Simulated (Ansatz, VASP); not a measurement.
# La2O3 in VASP and in Ansatz

File INCAR:

```
PREC = Accurate
ENCUT = 520
EDIFF = 1E-7
ISMEAR = 0
SIGMA = 0.01
LREAL = F
LASPH = T
NELM = 100
ALGO = Normal
ISIF = 2
LWAVE = F
LCHARG = F
GGA = PS
NBANDS = 28
```

File KPOINTS:

```
Automatic mesh
0
Gamma
  6 6 6
```

POSCAR

```
La2O3
1.0
    6.2667800000      0.0000000000      0.0000000000
   -3.1333900000      5.4271910000      0.0000000000
    0.0000000000      0.0000000000      3.2997660000
La O
2 3
Direct
    0.3333333333      0.6666666667      0.5000000000
    0.6666666667      0.3333333333      0.5000000000
    0.4919860000      0.4919860000      0.0000000000
    0.0000000000      0.5080140000      0.0000000000
    0.5080140000      0.0000000000      0.0000000000
```

Input for Ansatz:

```yaml
crystal:
  lattice:
    - [6.26678, 0.0, 0.0]
    - [-3.13339, 5.427191, 0.0]
    - [0.0, 0.0, 3.299766]
  atoms:
    - { symbol: La, position: [0.3333333333333333, 0.6666666666666666, 0.5] }
    - { symbol: La, position: [0.6666666666666666, 0.3333333333333333, 0.5] }
    - { symbol: O, position: [0.491986, 0.491986, 0.0] }
    - { symbol: O, position: [0.0, 0.508014, 0.0] }
    - { symbol: O, position: [0.508014, 0.0, 0.0] }
basis:
  ecutwfc: 550.0
kpoints:
  mp_grid:
    grid: [6, 6, 6]
hamiltonian:
  xc: pbesol
scf:
  occupations:
    method: fixed
output:
  stress: true
  eigenvalues: true
```

Alike in both runs: task single point; functional PBEsol; k mesh 6 × 6 × 6; no spin polarisation.

|  | VASP | Ansatz |
| --- | --- | --- |
| version | VASP 6.6.1 | Ansatz 0.2.0 |
| potentials or method | VASP PAW PBE potentials, release 64 (La, O), cutoff 520 eV | plane waves, PAW |
| occupations | gaussian, width 0.01 eV | fixed |
| valence electrons in the cell | 40 | 40 |

Ansatz gave:

* gap on the k mesh at the Fermi level (eV): 1.46
* pressure (GPa): -1.1
* traceless stress, the component that is largest in VASP (GPa): -2.53

Question: What did VASP give for the same quantities?

Answer: gap on the k mesh at the Fermi level (eV): 1.46; pressure (GPa): -1.2; traceless stress, the component that is largest in VASP (GPa): -2.56.

VASP's potentials were made for PBE, not for PBEsol.

Neither program's run includes spin-orbit coupling.
